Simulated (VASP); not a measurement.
Set up this calculation in VASP 6.6.1, as the native input.

- Task: single point
- Functional: PBE
- Potentials or basis: VASP PAW PBE potentials, release 64 (Fe)
- Cutoff: 600 eV
- k mesh: 8 × 8 × 8
- Occupations: fermi-dirac, width 0.1 eV
- Spin: collinear spin, ferromagnetic start
- Starting moments: [2.2] μB
- Dipole correction: no
- Further INCAR settings: ALGO = Normal; EDIFF = 1e-06; NBANDS = 14

The structure of Fe lies in POSCAR:

```
Fe
1.0
   -1.4335000000      1.4335000000      1.4335000000
    1.4335000000     -1.4335000000      1.4335000000
    1.4335000000      1.4335000000     -1.4335000000
Fe
1
Direct
    0.0000000000      0.0000000000      0.0000000000
```

These files were run (other wordings do the same):

INCAR

```
SYSTEM = Fe
  PREC = Accurate
  ENCUT = 600
  EDIFF = 1E-6
  ISMEAR = -1
  SIGMA = 0.1
  LREAL = .False.
  LASPH = .True.
  NELM = 200
  ALGO = Normal
  ISIF = 2
  LWAVE = .False.
  LCHARG = .False.
  ISPIN = 2
  MAGMOM = 2.2
  LORBIT = 11
  LMAXMIX = 4
  GGA = PE
  NBANDS = 14
  GGA_COMPAT = .False.
```

KPOINTS

```
Automatic mesh
0
Gamma
  8 8 8
  0 0 0
```

Potentials or basis: VASP PAW PBE potentials, release 64 (Fe).

Command:

```bash
$ cat potpaw_PBE.64/Fe/POTCAR > POTCAR
$ mpirun -np 1 vasp_std > vasp.out
```

Results of the run:

```yaml
Pressure: -4.8 GPa
Net_moment: 2.30 μB per cell
Site_moments: Fe +2.31 μB
Valence_electrons_inside_the_program's_atomic_spheres: Fe 7.20
```

Caveat: the k points lie up to 0.39 Å⁻¹ apart.

Wall time 9.8 s on 1 thread of AMD EPYC 7R13 Processor (Zen 3), on a shared host, peak memory 0.1 GiB.
